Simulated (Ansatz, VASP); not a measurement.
One calculation of HfC, two programs

```
Hf C
1.0
     0.00000    2.36591    2.36591
     2.36591    0.00000    2.36591
     2.36591    2.36591    0.00000
Hf C
1 1
Direct
  0.50000 0.50000 0.50000
  0.00000 0.00000 0.00000
```

Alike in both runs: task single point; functional r2SCAN; k mesh 16 × 16 × 16; occupations gaussian, width 0.1 eV; no spin polarisation.

|  | VASP | Ansatz |
| --- | --- | --- |
| version | VASP 6.6.1 | Ansatz 0.2.0 |
| potentials or method | VASP PAW PBE potentials, release 64 (Hf_pv, C), cutoff 520 eV | scalar-relativistic, plane waves, PAW |
| valence electrons in the cell | 14 | 30 |

```tsv
	VASP	Ansatz	Ansatz less VASP
gap on the k mesh at the Fermi level (eV)	none	none	-
pressure (GPa)	-13.9	-12.7	+1.18
```

VASP's potentials were made for PBE, not for r2SCAN. A gap of «none» marks a metal or a gap that the smearing closes. VASP's potentials hold 14 valence electrons a cell and Ansatz's 30, so a difference there can come from the potentials and not from the codes.

Neither program's run includes spin-orbit coupling.
